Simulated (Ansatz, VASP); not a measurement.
# Ge in VASP and in Ansatz

```
CELL_PARAMETERS angstrom
0.00000 2.90931 2.86123
2.90931 0.00000 2.86123
2.90931 2.90931 0.00000
ATOMIC_POSITIONS crystal
Ge 0.00000 0.00000 0.00000
Ge 0.25000 0.25000 0.25000
```

Change from the starting cell: strained cell.

Alike in both runs: functional PBE; k mesh 10 × 10 × 10; occupations gaussian, width 0.1 eV; no spin polarisation.

Ansatz relaxed the structure, and its values are those at the end. VASP's run is a single point on that final structure, the one shown.

|  | VASP | Ansatz |
| --- | --- | --- |
| version | VASP 6.6.1 | Ansatz 0.2.0 |
| potentials or method | VASP PAW PBE potentials, release 64 (Ge_d), cutoff 500 eV | scalar-relativistic, plane waves, PAW |
| valence electrons in the cell | 28 | 28 |

Ansatz gave:

```
gap on the k mesh at the Fermi level (eV) : none
pressure (GPa)                            : -0.7
```

**Question.** What did VASP give for the same quantities?

**Answer.** gap on the k mesh at the Fermi level (eV): none; pressure (GPa): -0.8.

A gap of «none» marks a metal or a gap that the smearing closes. Ansatz's warnings: stress scf threshold loose.
